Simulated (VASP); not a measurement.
Write the native input for VASP 6.6.1 that does the following.

| Property | Result |
| --- | --- |
| Task | single point |
| Functional | PBE |
| Potentials or basis | VASP PAW PBE potentials, release 64 (Cu, Au) |
| Cutoff | 520 eV |
| k mesh | 18 × 18 × 14 |
| Occupations | gaussian, width 0.15 eV |
| Spin | no spin polarisation |
| Dipole correction | no |
| Further INCAR settings | ALGO = Fast; EDIFF = 1e-06; NBANDS = 18 |

The structure of CuAu lies in POSCAR:

```
CuAu
1.0
    2.6880000000      0.0000000000      0.0000000000
    0.0000000000      2.6880000000      0.0000000000
    0.0000000000      0.0000000000      3.6700000000
Cu Au
1 1
Direct
    0.5000000000      0.5000000000      0.5000000000
    0.0000000000      0.0000000000      0.0000000000
```

This cell differs from its parent crystal: strain -0.0400 x Voigt [1, 1, 0, 0, 0, 0].

The input as run:

INCAR

```
SYSTEM = CuAu
ALGO = Fast ; EDIFF = 1E-6
ENCUT = 520 ; GGA = PE
ISIF = 2 ; ISMEAR = 0
LASPH = .TRUE. ; LCHARG = .TRUE.
LELF = .TRUE. ; LREAL = .FALSE.
LVHAR = .TRUE. ; LWAVE = .FALSE.
NBANDS = 18 ; NELM = 80
PREC = Accurate ; SIGMA = 0.15
```

KPOINTS

```
k-points
0
G
  18 18 14
  0 0 0
```

Potentials or basis: VASP PAW PBE potentials, release 64 (Cu, Au).

The run is started by

```console
$ cat potpaw_PBE.64/Cu/POTCAR potpaw_PBE.64/Au/POTCAR > POTCAR
$ mpirun -np 1 vasp_std > vasp.out
```

Results of the run:

```json
{
 "Pressure": "25.3 GPa",
 "Band gap on the k mesh": "zero (band 11 reaches 16.00 eV, above the bottom of band 12 at 8.09 eV)"
}
```

Caveat: the cell differs from its parent crystal (strain -0.0400 x Voigt [1, 1, 0, 0, 0, 0]); spin-orbit coupling is left out, which moves the levels of the heavy elements.

It took 78 s on 1 thread of Intel(R) Xeon(R) 6975P-C (Granite Rapids), with other jobs on the host, peak memory 0.31 GiB.
